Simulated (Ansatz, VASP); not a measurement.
## TaSi2 in VASP and in Ansatz

```xyz
3
Lattice="-1.6273 1.6273 4.0810 1.6273 -1.6273 4.0810 1.6273 1.6273 -4.0810" Properties=species:S:1:pos:R:3 pbc="T T T"
Si    0.0000    0.0000    2.7065
Si    0.0000    0.0000    5.4555
Ta    0.0000    0.0000    0.0000
```

Alike in both runs: functional PBEsol; k mesh 8 × 8 × 8; occupations gaussian, width 0.1 eV; no spin polarisation.

Ansatz relaxed the structure, and its values are those at the end. VASP's run is a single point on that final structure, the one shown.

|  | VASP | Ansatz |
| --- | --- | --- |
| version | VASP 6.6.1 | Ansatz 0.2.0 |
| potentials or method | VASP PAW PBE potentials, release 64 (Si, Ta_pv), cutoff 520 eV | scalar-relativistic, plane waves, PAW |
| valence electrons in the cell | 19 | 21 |

```csv
,VASP,Ansatz,Ansatz less VASP
gap on the k mesh at the Fermi level (eV),none,none,-
pressure (GPa),0.1,-0.2,-0.30
rms of the force components (eV/Å),0.013,0.011,-0.0020
```

VASP's potentials were made for PBE, not for PBEsol. A gap of «none» marks a metal or a gap that the smearing closes. The functional is the same, so the differences come from potentials, cutoffs and numerics. VASP's potentials hold 19 valence electrons a cell and Ansatz's 21, so a difference there can come from the potentials and not from the codes.

Neither program's run includes spin-orbit coupling.
